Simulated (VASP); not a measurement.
Ca2Zr: single point with PBE

Ca2Zr:

```
Ca Zr
1.0
     0.00000    3.93471    3.93471
     3.93471    0.00000    3.93471
     3.93471    3.93471    0.00000
Ca Zr
2 1
Direct
  0.25000 0.25000 0.25000
  0.75000 0.75000 0.75000
  0.00000 0.00000 0.00000
```

```yaml
Program: VASP 6.6.1
Task: single point
Functional: PBE
Potentials_or_basis: VASP PAW PBE potentials, release 64 (Ca_sv, Zr_sv)
Cutoff: 520 eV
k_mesh: 10 × 10 × 10
Occupations: gaussian, width 0.1 eV
Spin: no spin polarisation
```

```json
{
 "Pressure": "0.1 GPa",
 "Band gap on the k mesh": "zero (band 16 reaches 2.49 eV, above the bottom of band 17 at 2.31 eV)"
}
```

Levels at points of the mesh, in eV from the Fermi level:
| k point | band 12 | band 13 | band 14 | band 15 | band 16 | band 17 | band 18 | band 19 | band 20 | band 21 |
| --- | --- | --- | --- | --- | --- | --- | --- | --- | --- | --- |
| (0.00, 0.00, 0.00) | -22.24 | -3.80 | -0.13 | -0.13 | 0.03 | 0.03 | 0.03 | 1.12 | 1.12 | 1.12 |
| (0.50, 0.00, 0.00) | -22.27 | -2.31 | -1.27 | -0.15 | -0.15 | 0.06 | 0.38 | 0.38 | 1.41 | 1.41 |
| (0.50, 0.50, 0.00) | -22.23 | -1.47 | -1.21 | -0.87 | -0.63 | 0.39 | 0.39 | 0.92 | 1.34 | 1.34 |

Run time: 4.3 min on 1 thread of AMD EPYC 7R43 64-Core Processor (Zen 3), on a shared host, peak memory 0.29 GiB.
